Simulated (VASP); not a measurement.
Write the native input for VASP 6.6.1 that does the following.

```yaml
Task: single point
Functional: PBE
Potentials_or_basis: VASP PAW PBE potentials, release 64 (In_d, Sb)
Cutoff: 520 eV
k_mesh: 6 × 6 × 11
Occupations: fermi-dirac, width 0.08 eV
Spin: no spin polarisation
Dipole_correction: no
Further_INCAR_settings: ALGO = Normal; EDIFF = 1e-07; NBANDS = 26
```

The structure of InSb lies in POSCAR:

```
InSb
1.0
    5.2498600000      0.0000000000      0.0000000000
    0.0000000000      5.5977600000      0.0000000000
    0.0000000000      0.0000000000      3.0630000000
In Sb
2 2
Direct
    0.0000000000      0.0000000000      0.0000000000
    0.5000000000      0.5000000000      0.0000000000
    0.5000000000      0.0000000000      0.8350000000
    0.0000000000      0.5000000000      0.1650000000
```

This cell differs from its parent crystal: equal xx and yy strain of -2 %.

The input as run:

INCAR

```
PREC     = Accurate       # precision mode
ENCUT    = 520            # plane-wave cutoff, eV
EDIFF    = 1E-7           # SCF threshold, eV
ISMEAR   = -1             # smearing method
SIGMA    = 0.08           # smearing width, eV
LREAL    = F              # projectors in reciprocal space
LASPH    = T              # aspherical terms in the spheres
NELM     = 80             # most SCF steps
ALGO     = Normal         # electronic algorithm
ISIF     = 2              # what is computed and relaxed
LWAVE    = F              # write WAVECAR
LCHARG   = T              # write CHGCAR
GGA      = PE             # functional
LELF     = T              # ELF
LVHAR    = T            
NBANDS   = 26             # bands
```

KPOINTS

```
Automatic mesh
0
Gamma
  6 6 11
```

Potentials or basis: VASP PAW PBE potentials, release 64 (In_d, Sb).

Launch:

```console
$ cat potpaw_PBE.64/In_d/POTCAR potpaw_PBE.64/Sb/POTCAR > POTCAR
$ mpirun -np 1 vasp_std > vasp.out
```

It gave:

```
Pressure               : 23.7 GPa
Largest force          : 0.998 eV/Å
Band gap on the k mesh : zero (bands 18 and 19 overlap by 3.69 eV)
```

Caveat: the cell differs from its parent crystal (equal xx and yy strain of -2 %); the stress differs along the axes, from 12 to 39 GPa; spin-orbit coupling is left out, which moves the levels of the heavy elements.

Wall time 80 s on 1 thread of Intel(R) Xeon(R) 6975P-C (Granite Rapids), with other jobs on the host, peak memory 0.33 GiB.
